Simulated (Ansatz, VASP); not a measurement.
## AlN in VASP and in Ansatz

```
Al N
1.0
     0.00000    2.18399    2.18399
     2.18399    0.00000    2.18399
     2.18399    2.18399    0.00000
Al N
1 1
Cartesian
  0.0000 0.0000 0.0000
  1.0920 1.0920 1.0920
```

Alike in both runs: functional r2SCAN50; k mesh 5 × 5 × 5; occupations fermi-dirac, width 0.05 eV; no spin polarisation.

|  | VASP | Ansatz |
| --- | --- | --- |
| version | VASP 6.6.1 | Ansatz 0.2.0 |
| potentials or method | VASP PAW PBE potentials, release 64 (Al, N) | Ansatz PAW |
| plane-wave cutoff (eV) | 520 | 500 |
| valence electrons in the cell | 8 | 8 |
| task | single point | band structure |

|  | VASP | Ansatz | Ansatz less VASP |
| --- | --- | --- | --- |
| gap on the k mesh at the Fermi level (eV) | 8.22 | 8.17 | -0.052 |
| pressure (GPa) | -6.4 | -6.2 | +0.24 |

VASP's potentials were made for PBE, not for r2SCAN50.

The k mesh is coarse, so the values compare programs but aren't converged.
